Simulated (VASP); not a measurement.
The system is InAs.

```xyz
16
Lattice="0.0000 6.0360 6.0360 6.0360 0.0000 6.0360 6.0360 6.0360 0.0000" Properties=species:S:1:pos:R:3 pbc="T T T"
In    0.0000    0.0000    0.0000
In    3.0180    3.0180    0.0000
In    3.0180    0.0000    3.0180
In    6.0360    3.0180    3.0180
In    0.0000    3.0180    3.0180
In    3.0180    6.0360    3.0180
In    3.0180    3.0180    6.0360
In    6.0360    6.0360    6.0360
As    1.5090    1.5090    1.5090
As    4.5270    4.5270    1.5090
As    4.5270    1.5090    4.5270
As    7.5450    4.5270    4.5270
As    1.5090    4.5270    4.5270
As    4.5270    7.5450    4.5270
As    4.5270    4.5270    7.5450
As    7.5450    7.5450    7.5450
```

Base run:

* Program: VASP 6.6.1
* Functional: LDA
* Potentials or basis: VASP PAW LDA potentials, release 64 (In_d, As)
* Cutoff: 400 eV
* k mesh: 5 × 5 × 5
* Occupations: fermi-dirac, width 0.05 eV
* Spin: no spin polarisation

Its results: band gap on the k mesh zero (filled and empty bands touch); pressure -0.2 GPa.

Question: The run is repeated on the same cell with these changes: functional from LDA to PBEsol; potentials or basis from VASP PAW LDA potentials, release 64 (In_d, As) to VASP PAW PBE potentials, release 64 (In_d, As). What comes out?

Answer: Band gap on the k mesh zero (filled and empty bands touch); pressure 1.6 GPa.

Caveats: semilocal functionals underestimate gaps, so a narrow gap can read as zero; spin-orbit coupling is left out, which moves the levels of the heavy elements; the PAW data sets were made with another functional, which shifts forces and pressure a little (at least some runs).
